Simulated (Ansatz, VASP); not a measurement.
## B: VASP beside Ansatz

```xyz
12
Lattice="2.8857 0.0000 0.0000 -1.4428 2.4991 0.0000 0.0000 0.0000 11.8317" Properties=species:S:1:pos:R:3 pbc="T T T"
B     0.0000    0.0000    1.4685
B     0.0000    0.0000    7.3843
B     0.0000    0.0000    4.4474
B     0.0000    0.0000   10.3632
B     0.0000    1.6661    6.4284
B     1.4428    0.8330    0.5126
B     0.0000    1.6661   11.3191
B     1.4428    0.8330    5.4033
B     0.0000    1.6661    8.0283
B     1.4428    0.8330    2.1125
B     0.0000    1.6661    9.7192
B     1.4428    0.8330    3.8034
```

Alike in both runs: functional PBE; k mesh 6 × 6 × 2; occupations gaussian, width 0.1 eV; no spin polarisation.

Ansatz relaxed the structure, and its values are those at the end. VASP's run is a single point on that final structure, the one shown.

|  | VASP | Ansatz |
| --- | --- | --- |
| version | VASP 6.6.1 | Ansatz 0.2.0 |
| potentials or method | VASP PAW PBE potentials, release 64 (B), cutoff 520 eV | scalar-relativistic, plane waves, PAW |
| valence electrons in the cell | 36 | 36 |

|  | VASP | Ansatz | Ansatz less VASP |
| --- | --- | --- | --- |
| gap on the k mesh at the Fermi level (eV) | none | none | - |
| pressure (GPa) | 0.0 | 0.0 | -0.05 |
| rms of the force components (eV/Å) | 0.011 | 0.001 | -0.0098 |

A gap of «none» marks a metal or a gap that the smearing closes. With one functional, cell and mesh, what is left measures potentials, basis and numerics.

The k mesh is coarse, so the values compare programs but aren't converged.
